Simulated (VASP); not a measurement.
# TaN (P-6m2) in VASP: further runs

The runs below take TaN through single point, with r2SCAN.

Program: VASP 6.6.1. These are calculated values, not measurements. Logs are shortened: lines on timing, memory, paths and dates and some standing lists are left out, and cuts for length are marked.

**1. The cell of the first run**

Symmetry: P-6m2, No. 187, hexagonal system. Conventional cell: a = 2.938 Å, b = 2.938 Å, c = 2.883 Å, α = 90.00°, β = 90.00°, γ = 120.00°. Ta (site symmetry -6m2) has 6 N at 2.23 Å and 8 Ta at 2.88 to 2.94 Å within 3.0 Å. N (site symmetry -6m2) has 6 Ta at 2.23 Å and 8 N at 2.88 to 2.94 Å within 3.0 Å.

**2. Single point, r2SCAN**

POSCAR

```
TaN
1.0
    2.9380000000      0.0000000000      0.0000000000
   -1.4690000000      2.5443826363      0.0000000000
    0.0000000000      0.0000000000      2.8830000000
Ta N
1 1
Direct
    0.0000000000      0.0000000000      0.5000000000
    0.6666666667      0.3333333333      0.0000000000
```

INCAR.step1

```
SYSTEM = TaN
PREC = Accurate ; ENCUT = 660
ISMEAR = 0 ; SIGMA = 0.1
LREAL = .False. ; LASPH = .True.
NELM = 120 ; NBANDS = 15
GGA = PE ; ALGO = Normal
EDIFF = 1E-5 ; LWAVE = .True.
LCHARG = .False. ; GGA_COMPAT = .False.
```

INCAR.step2

```
SYSTEM = TaN
PREC = Accurate ; ENCUT = 660
EDIFF = 1E-6 ; ISMEAR = 0
SIGMA = 0.1 ; LREAL = .False.
LASPH = .True. ; NELM = 120
ALGO = Normal ; ISIF = 2
LWAVE = .False. ; LCHARG = .True.
METAGGA = R2SCAN ; LMIXTAU = .True.
LELF = .True. ; LVHAR = .True.
NBANDS = 15 ; ISTART = 1
GGA_COMPAT = .False.
```

KPOINTS

```
Automatic mesh
0
Gamma
  3 3 3
  0 0 0
```

Potentials or basis: VASP PAW PBE potentials, release 64 (Ta_pv, N).

Started as:

```sh
$ cat potpaw_PBE.64/Ta_pv/POTCAR potpaw_PBE.64/N/POTCAR > POTCAR
$ cp INCAR.step1 INCAR
$ mpirun -np 1 vasp_std > vasp.out
$ cp INCAR.step2 INCAR
$ mpirun -np 1 vasp_std > vasp.out
```

OUTCAR:

```text
SYSTEM = TaN
   PREC = Accurate
   ENCUT = 660
   EDIFF = 1E-6
   ISMEAR = 0
   LREAL = .False.
   LASPH = .True.
   NELM = 120
   ISIF = 2
   METAGGA = R2SCAN
   ISTART = 1

 ion  position               nearest neighbor table
   1  0.000  0.000  0.500-   2 2.23   2 2.23   2 2.23   2 2.23   2 2.23   2 2.23
   2  0.667  0.333  0.000-   1 2.23   1 2.23   1 2.23   1 2.23   1 2.23   1 2.23

  LATTYP: Found a hexagonal cell.
 ALAT       =     2.9380000000
 C/A-ratio  =     0.9812797822

  Lattice vectors:

 A1 = (   2.9380000000,   0.0000000000,   0.0000000000)
 A2 = (  -1.4690000000,   2.5443826363,   0.0000000000)
 A3 = (   0.0000000000,   0.0000000000,   2.8830000000)

Analysis of symmetry for initial positions (statically):
=====================================================================
 Subroutine PRICEL returns:
 Original cell was already a primitive cell.

 Routine SETGRP: Setting up the symmetry group for a
 hexagonal supercell.

 Subroutine GETGRP returns: Found 12 space group operations
 (whereof 12 operations were pure point group operations)
 out of a pool of 24 trial point group operations.

The static configuration has the point symmetry D_3h.

Analysis of symmetry for dynamics (positions and initial velocities):
=====================================================================
 Subroutine PRICEL returns:
 Original cell was already a primitive cell.

 Routine SETGRP: Setting up the symmetry group for a
 hexagonal supercell.

 Subroutine GETGRP returns: Found 12 space group operations
 (whereof 12 operations were pure point group operations)
 out of a pool of 24 trial point group operations.

The dynamic configuration has the point symmetry D_3h.

 Subroutine INISYM returns: Found 12 space group operations
 (whereof 12 operations are pure point group operations),
 and found     1 'primitive' translations

----------------------------------------------------------------------------------------

                                     Primitive cell

  volume of cell :      21.5516

  direct lattice vectors                    reciprocal lattice vectors
     2.938000000  0.000000000  0.000000000     0.340367597  0.196511324  0.000000000
    -1.469000000  2.544382636  0.000000000     0.000000000  0.393022648  0.000000000
     0.000000000  0.000000000  2.883000000     0.000000000  0.000000000  0.346860909

  length of vectors
     2.938000000  2.938000000  2.883000000     0.393022648  0.393022648  0.346860909

  position of ions in fractional coordinates (direct lattice)
     0.000000000  0.000000000  0.500000000
     0.666666667  0.333333333  0.000000000

  ion indices of the primitive-cell ions
   primitive index   ion index
                 1           1
                 2           2

----------------------------------------------------------------------------------------

 KPOINTS: Automatic mesh

Automatic generation of k-mesh.
 Grid dimensions read from file:
 generate k-points for:    3    3    3

 Generating k-lattice:

  Cartesian coordinates                     Fractional coordinates (reciprocal lattice)
     0.113455866  0.065503775  0.000000000     0.333333333 -0.000000000  0.000000000
     0.000000000  0.131007549  0.000000000     0.000000000  0.333333333  0.000000000
     0.000000000  0.000000000  0.115620303     0.000000000  0.000000000  0.333333333

  Length of vectors
     0.131007549  0.131007549  0.115620303

  Shift w.r.t. Gamma in fractional coordinates (k-lattice)
     0.000000000  0.000000000  0.000000000

 Subroutine IBZKPT returns following result:
 ===========================================

 Found      6 irreducible k-points:

 Following reciprocal coordinates:
            Coordinates               Weight
  0.000000  0.000000  0.000000      1.000000
  0.333333  0.000000  0.000000      6.000000
  0.333333  0.333333  0.000000      2.000000
  0.000000  0.000000  0.333333      2.000000
  0.333333  0.000000  0.333333     12.000000
  0.333333  0.333333  0.333333      4.000000
   k-points           NKPTS =      6   k-points in BZ     NKDIM =      6   number of bands    NBANDS=     15
   number of dos      NEDOS =    301   number of ions     NIONS =      2
   total plane-waves  NPLWV =  18816
   dimension x,y,z NGX =    28 NGY =   28 NGZ =   24
   dimension x,y,z NGXF=    56 NGYF=   56 NGZF=   48
   ions per type =               1   1
   NGX,Y,Z   is equivalent  to a cutoff of  15.84, 15.84, 13.84 a.u.
   NGXF,Y,Z  is equivalent  to a cutoff of  31.69, 31.69, 27.68 a.u.
 SYSTEM =  TaN
   PREC   = accura    normal or accurate (medium, high low for compatibility)
   ISTART =      1    job   : 0-new  1-cont  2-samecut
   ICHARG =      0    charge: 1-file 2-atom 10-const
   ISPIN  =      1    spin polarized calculation?
   LNONCOLLINEAR =      F non collinear calculations
   LSORBIT =      F    spin-orbit coupling
   LASPH  =      T    aspherical Exc in radial PAW
   ENCUT  =  660.0 eV  48.51 Ry    6.96 a.u.   6.15  6.15  6.04*2*pi/ulx,y,z
   NELM   =    120;   NELMIN=  2; NELMDL=  0     # of ELM steps
   EDIFF  = 0.1E-05   stopping-criterion for ELM
   LREAL  =      F    real-space projection
   EDIFFG = 0.1E-04   stopping-criterion for IOM
   NSW    =      0    number of steps for IOM
   IBRION =     -1    ionic relax: 0-MD 1-quasi-New 2-CG
   NFREE  =      0    steps in history (QN), initial steepest desc. (CG)
   ISIF   =      2    stress and relaxation
   ISYM   =      2    0-nonsym 1-usesym 2-fastsym
   POTIM  = 0.5000    time-step for ionic-motion
   TEBEG  =    0.0;   TEEND  =   0.0 temperature during run
   PSTRESS=    0.0 pullay stress
   NELECT =      16.0000    total number of electrons
   NUPDOWN=      -1.0000    fix difference up-down
   EMIN   =  10.00;   EMAX   =-10.00  energy-range for DOS
   EFERMI =   0.00;   METHOD = LEGACY
   ISMEAR =     0;   SIGMA  =   0.10  broadening in eV -4-tet -1-fermi 0-gaus
   EFERMI_NEDOS =   21; number of points for ismear=-14 and -15
   IALGO  =     38    algorithm
   IMIX   =      4    mixing-type and parameters
     AMIX     =   0.40;   BMIX     =  1.00
     AMIX_MAG =   1.60;   BMIX_MAG =  1.00
  volume/ion in A,a.u.               =      10.78        72.72
  Fermi-wavevector in a.u.,A,eV,Ry     =   1.482365  2.801264 29.897531  2.197407
  Thomas-Fermi vector in A             =   2.596160
   LORBIT       =      0    0 simple, 1 ext, 2 COOP (PROOUT), +10 PAW based schemes
   METAGGA = R2SCAN    functional components
   LHFCALC =     F    Hartree Fock is set to
   AEXX    =    0.0000 exact exchange contribution
   IVDW    =     0    specifies the selected vdW correction
   LEPSILON=     F    determine dielectric tensor
   LRPA    =     F    only Hartree local field effects (RPA)
 non-spin polarized calculation
 Gauss-broadening in eV      SIGMA  =   0.10
  energy-cutoff  :      660.00
  volume of cell :       21.55
 maximum number of plane-waves:       834
 NGX is ok and might be reduce to    28
   NGX = 13   NGY = 13   NGZ = 13

 number of electron      15.9999999 magnetization

 Free energy of the ion-electron system (eV)
  ---------------------------------------------------
  ext. energy  EPLUGINS =         0.00000000
  ---------------------------------------------------
  free energy    TOTEN  =       -60.06091331 eV

  energy without entropy =      -60.05253948  energy(sigma->0) =      -60.05672640

 E-fermi :   8.5252     XC(G=0): -14.3362

 val. band max:        8.5251159266   @ k =   0.0000   0.0000   0.3333
 cond. band min:       9.1577495283   @ k =   0.0000   0.0000   0.3333
 fundamental gap:      0.6326336016
 Fermi energy:         8.5251518225

 k-point     1 :       0.0000    0.0000    0.0000
  band No.  band energies     occupation
      1     -28.0101      2.00000
      2     -27.6212      2.00000
      3     -27.6212      2.00000
      4     -10.5593      2.00000
      5       3.4280      2.00000
      6       3.4280      2.00000
      7       3.8424      2.00000
      8       5.1108      2.00000
      9      10.7303      0.00000
     10      12.0224      0.00000
     11      12.0224      0.00000
     12      12.3916      0.00000
     13      12.3916      0.00000
     14      18.8118      0.00000
     15      22.2899      0.00000

 k-point     2 :       0.3333    0.0000    0.0000
  band No.  band energies     occupation
      1     -28.4387      2.00000
      2     -27.9006      2.00000
      3     -27.8021      2.00000
      4      -8.8840      2.00000
      5       0.3114      2.00000
      6       3.2493      2.00000
      7       4.5487      2.00000
      8       5.0023      2.00000
      9      10.9422      0.00000
     10      11.6160      0.00000
     11      12.9265      0.00000
     12      13.6857      0.00000
     13      14.9871      0.00000
     14      18.8099      0.00000
     15      22.5631      0.00000

 k-point     3 :       0.3333    0.3333    0.0000
  band No.  band energies     occupation
      1     -28.4157      2.00000
      2     -28.3197      2.00000
      3     -27.8451      2.00000
      4      -7.9059      2.00000
      5       0.3583      2.00000
      6       2.2671      2.00000
      7       2.8002      2.00000
      8       8.2885      1.99918
      9       9.4231      0.00000
     10       9.8233      0.00000
     11      11.0004      0.00000
     12      16.1275      0.00000
     13      18.8024      0.00000
     14      21.5615      0.00000
     15      22.9832      0.00000

 k-point     4 :       0.0000    0.0000    0.3333
  band No.  band energies     occupation
      1     -28.7285      2.00000
      2     -27.5592      2.00000
      3     -27.5592      2.00000
      4      -8.7279      2.00000
      5      -0.2480      2.00000
      6       4.0719      2.00000
      7       4.0719      2.00000
      8       8.5251      1.00041
      9       8.5251      1.00041
     10       9.1577      0.00000
     11      12.5770      0.00000
     12      12.5771      0.00000
     13      13.8299      0.00000
     14      18.8122      0.00000
     15      21.5373      0.00000

 k-point     5 :       0.3333    0.0000    0.3333
  band No.  band energies     occupation
      1     -28.5479      2.00000
      2     -28.3158      2.00000
      3     -27.7296      2.00000
      4      -8.5054      2.00000
      5       0.4193      2.00000
      6       2.4533      2.00000
      7       3.0887      2.00000
      8       6.6383      2.00000
      9      11.2209      0.00000
     10      11.4190      0.00000
     11      13.3023      0.00000
     12      14.8019      0.00000
     13      18.0724      0.00000
     14      18.8194      0.00000
     15      21.9233      0.00000

 k-point     6 :       0.3333    0.3333    0.3333
  band No.  band energies     occupation
      1     -28.4509      2.00000
      2     -28.2884      2.00000
      3     -28.2233      2.00000
      4      -8.3867      2.00000
      5       0.2518      2.00000
      6       1.6435      2.00000
      7       3.0776      2.00000
      8       7.6007      2.00000
      9      12.0831      0.00000
     10      13.0718      0.00000
     11      14.5033      0.00000
     12      14.8602      0.00000
     13      18.4772      0.00000
     14      18.8731      0.00000
     15      21.2279      0.00000

------------------------ aborting loop because EDIFF is reached ----------------------------------------

  FORCE on cell =-STRESS in cart. coord.  units (eV):
  Direction    XX          YY          ZZ          XY          YZ          ZX
  --------------------------------------------------------------------------------------
  -------------------------------------------------------------------------------------
  Total        0.8475881      0.8475881      0.3086901      0.0000000      0.0000000      0.0000000
  in kB       63.0110321     63.0110321     22.9485086      0.0000000      0.0000000      0.0000000
  external PRESSURE =      49.6568576 kB  Pullay stress =       0.0000000 kB

 VOLUME and BASIS-vectors are now :
 -----------------------------------------------------------------------------
  energy-cutoff  :      660.00
  volume of cell :       21.55
      direct lattice vectors                 reciprocal lattice vectors
     2.938000000  0.000000000  0.000000000     0.340367597  0.196511324  0.000000000
    -1.469000000  2.544382636  0.000000000     0.000000000  0.393022648  0.000000000
     0.000000000  0.000000000  2.883000000     0.000000000  0.000000000  0.346860909

 POSITION                                       TOTAL-FORCE (eV/Angst)
 -----------------------------------------------------------------------------------
      0.00000      0.00000      1.44150         0.000000     -0.000000      0.000000
      1.46900      0.84813      0.00000         0.000000      0.000000      0.000000
 -----------------------------------------------------------------------------------
    total drift:                                0.000000     -0.000000      0.000000

  FREE ENERGIE OF THE ION-ELECTRON SYSTEM (eV)
  ---------------------------------------------------
  free  energy   TOTEN  =       -60.0609133103 eV

  energy  without entropy=      -60.0525394815  energy(sigma->0) =      -60.05672640
```

Wall time 54 s (1 thread of AMD EPYC 7R13, shared host); peak memory 0.13 GiB.

Results:

```
Free energy            : -60.0609 eV
Pressure               : 5.0 GPa
Band gap on the k mesh : zero (filled and empty bands touch)
```

Levels at points of the mesh, in eV from the Fermi level:
```
           k point  band 5  band 6  band 7  band 8  band 9  band 10  band 11  band 12
(0.00, 0.00, 0.00)   -5.10   -5.10   -4.68   -3.41    2.21     3.50     3.50     3.87
```

Caveat: the k points lie up to 0.82 Å⁻¹ apart, too coarse for converged energies, forces and pressures; the PAW data sets were made with another functional, which shifts forces and pressure a little; spin-orbit coupling is left out, which moves the levels of the heavy elements.

**3. Single point, r2SCAN**

POSCAR is that of step 2.

INCAR.step1

```
SYSTEM = TaN
PREC = Accurate ; ENCUT = 660
ISMEAR = 0 ; SIGMA = 0.1
LREAL = .FALSE. ; LASPH = .TRUE.
NELM = 120 ; NBANDS = 15
GGA = PE ; ALGO = Normal
EDIFF = 1E-5 ; LWAVE = .TRUE.
LCHARG = .FALSE. ; GGA_COMPAT = .FALSE.
```

INCAR.step2

```
SYSTEM = TaN
PREC = Accurate ; ENCUT = 660
EDIFF = 1E-6 ; ISMEAR = 0
SIGMA = 0.1 ; LREAL = .FALSE.
LASPH = .TRUE. ; NELM = 120
ALGO = Normal ; ISIF = 2
LWAVE = .FALSE. ; LCHARG = .TRUE.
METAGGA = R2SCAN ; LMIXTAU = .TRUE.
LELF = .TRUE. ; LVHAR = .TRUE.
NBANDS = 15 ; ISTART = 1
GGA_COMPAT = .FALSE.
```

KPOINTS

```
Automatic mesh
0
G
  4 4 4
  0 0 0
```

Potentials or basis: VASP PAW PBE potentials, release 64 (Ta_pv, N).

Started as:

```sh
$ cat potpaw_PBE.64/Ta_pv/POTCAR potpaw_PBE.64/N/POTCAR > POTCAR
$ cp INCAR.step1 INCAR
$ mpirun -np 1 vasp_std > vasp.out
$ cp INCAR.step2 INCAR
$ mpirun -np 1 vasp_std > vasp.out
```

Wall time 77 s (1 thread of AMD EPYC 7R13, shared host); peak memory 0.13 GiB.

It converged, with:

```
Free energy            : -60.3321 eV
Pressure               : 2.1 GPa
Band gap on the k mesh : zero (filled and empty bands touch)
```

Stress tensor (GPa, compression positive):
```
2.32 0.00 0.00
0.00 2.32 0.00
0.00 0.00 1.70
```

Levels at points of the mesh, in eV from the Fermi level:
| k point | band 6 | band 7 | band 8 | band 9 | band 10 | band 11 |
| --- | --- | --- | --- | --- | --- | --- |
| (0.00, 0.00, 0.00) | -4.74 | -4.30 | -3.05 | 2.58 | 3.84 | 3.84 |
| (0.50, 0.00, 0.00) | -5.36 | -3.52 | -3.31 | 3.32 | 4.24 | 5.54 |
| (0.00, 0.00, 0.50) | -3.87 | -3.87 | 0.00 | 0.00 | 2.48 | 3.72 |
| (0.50, 0.00, 0.50) | -6.36 | -5.84 | -0.43 | 4.57 | 5.57 | 6.21 |

Caveat: the k points lie up to 0.62 Å⁻¹ apart; the PAW data sets were made with another functional, which shifts forces and pressure a little; spin-orbit coupling is left out, which moves the levels of the heavy elements.

The gap in the log of VASP goes by the Fermi energy; the results here count the filled bands.